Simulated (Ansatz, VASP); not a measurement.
# W3Cl: VASP beside Ansatz

```
W Cl
1.0
     1.57405   -2.36008    0.00000
     1.57405    2.36008    0.00000
     0.00000    0.00000    8.88036
W Cl
3 1
Direct
  0.00000 0.00000 0.00000
  0.50000 0.50000 0.75705
  0.50000 0.50000 0.24295
  0.00000 0.00000 0.50000
```

Alike in both runs: functional PBE; k mesh 14 × 14 × 4; occupations gaussian, width 0.1 eV; no spin polarisation.

Ansatz relaxed the structure, and its values are those at the end. VASP's run is a single point on that final structure, the one shown.

|  | VASP | Ansatz |
| --- | --- | --- |
| version | VASP 6.6.1 | Ansatz 0.2.0 |
| potentials or method | VASP PAW PBE potentials, release 64 (W_sv, Cl), cutoff 520 eV | scalar-relativistic, plane waves, PAW |
| valence electrons in the cell | 49 | 49 |

VASP gave:

* gap on the k mesh at the Fermi level (eV): none
* pressure (GPa): 0.3
* rms of the force components (eV/Å): 0.004

Q: What did Ansatz give for the same quantities?

A: gap on the k mesh at the Fermi level (eV): none; pressure (GPa): 0.0; rms of the force components (eV/Å): 0.000.

A gap of «none» marks a metal or a gap that the smearing closes.

Spin-orbit coupling is off throughout.
